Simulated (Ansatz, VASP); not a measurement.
**WS2: VASP beside Ansatz**

The input POSCAR:

```
WS2
1.0
    3.1814117282      0.0000000000      0.0000000000
   -1.5907058641      2.7551833765      0.0000000000
    0.0000000000      0.0000000000     23.6881463475
W S
2 4
Direct
    0.3333333333      0.6666666667      0.6379434935
    0.6666666667      0.3333333333      0.3620565065
    0.3333333333      0.6666666667      0.2962425097
    0.6666666667      0.3333333333      0.5657715413
    0.3333333333      0.6666666667      0.4278961777
    0.6666666667      0.3333333333      0.7037574903
```

File INCAR.step1:

```
ALGO = Normal ; EDIFF = 1E-4
ENCUT = 520 ; GGA = PE
ISMEAR = 0 ; LASPH = T
LCHARG = F ; LREAL = F
LWAVE = T ; NBANDS = 35
NELM = 80 ; PREC = Accurate
SIGMA = 0.05
```

The input INCAR.step2:

```
ALGO = Normal ; EDIFF = 1E-7
ENCUT = 520 ; ISIF = 2
ISMEAR = 0 ; ISTART = 1
LASPH = T ; LCHARG = F
LMIXTAU = T ; LREAL = F
LWAVE = F ; METAGGA = R2SCAN
NBANDS = 35 ; NELM = 80
PREC = Accurate ; SIGMA = 0.05
```

The input KPOINTS:

```
k-points
0
Gamma
  12 12 2
```

Input for Ansatz:

```yaml
crystal:
  lattice:
    - [3.1814117282, 0.0, 0.0]
    - [-1.5907058641, 2.7551833765, 0.0]
    - [0.0, 0.0, 23.6881463475]
  atoms:
    - { symbol: W, position: [0.3333333333, 0.6666666667, 0.6379434935] }
    - { symbol: W, position: [0.6666666667, 0.3333333333, 0.3620565065] }
    - { symbol: S, position: [0.3333333333, 0.6666666667, 0.2962425097] }
    - { symbol: S, position: [0.6666666667, 0.3333333333, 0.5657715413] }
    - { symbol: S, position: [0.3333333333, 0.6666666667, 0.4278961777] }
    - { symbol: S, position: [0.6666666667, 0.3333333333, 0.7037574903] }
basis:
  ecutwfc: 500
kpoints:
  mp_grid: { grid: [12, 12, 2] }
hamiltonian:
  xc: r2scan
scf:
  occupations: { method: gaussian, width: 0.05 }
output:
  forces: true
  stress: true
  eigenvalues: true
```

Alike in both runs: task single point; functional r2SCAN; k mesh 12 × 12 × 2; occupations gaussian, width 0.05 eV; no spin polarisation.

```csv
,VASP,Ansatz
version,VASP 6.6.1,Ansatz 0.2.0
potentials or method,"VASP PAW PBE potentials, release 64 (W_sv, S), cutoff 520 eV","scalar-relativistic, plane waves, PAW"
valence electrons in the cell,52,52
```

Ansatz gave:

- gap on the k mesh at the Fermi level (eV): 1.63
- least direct gap on the mesh (eV): 1.82
- rms of the force components (eV/Å): 0.751

Question: Which values does VASP return?

Answer: gap on the k mesh at the Fermi level (eV): 1.64; least direct gap on the mesh (eV): 1.83; rms of the force components (eV/Å): 0.746.

VASP's potentials were made for PBE, not for r2SCAN. Atom by atom the forces differ by 0.010 eV/Å (rms over components). With one functional, cell and mesh, what is left measures potentials, basis and numerics.

Spin-orbit coupling is off throughout.
